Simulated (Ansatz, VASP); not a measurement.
One calculation of Cu, two programs

```
Cu
1.0
     2.54565    0.00000    0.00000
    -1.27282    2.20460    0.00000
     0.00000    0.00000    4.17273
Cu
2
Direct
  0.33333 0.66667 0.25000
  0.66667 0.33333 0.75000
```

Alike in both runs: task single point; functional BLYP; k mesh 15 × 15 × 8; occupations fermi-dirac, width 0.1 eV; no spin polarisation.

|  | VASP | Ansatz |
| --- | --- | --- |
| version | VASP 6.6.1 | Ansatz 0.2.0 |
| potentials or method | VASP PAW PBE potentials, release 64 (Cu), cutoff 520 eV | plane waves (420 eV) with PAW, scalar-relativistic |
| valence electrons in the cell | 22 | 38 |

Ansatz gave:

| Quantity | Value |
| --- | --- |
| pressure (GPa) | 11.5 |
| traceless stress, the component that is largest in VASP (GPa) | 1.05 |

Q: What did VASP give for the same quantities?

A: Pressure (GPa): 12.4; traceless stress, the component that is largest in VASP (GPa): 1.03.

VASP's potentials were made for PBE, not for BLYP. The functional is the same, so the differences come from potentials, cutoffs and numerics. VASP's potentials hold 22 valence electrons a cell and Ansatz's 38, so a difference there can come from the potentials and not from the codes.
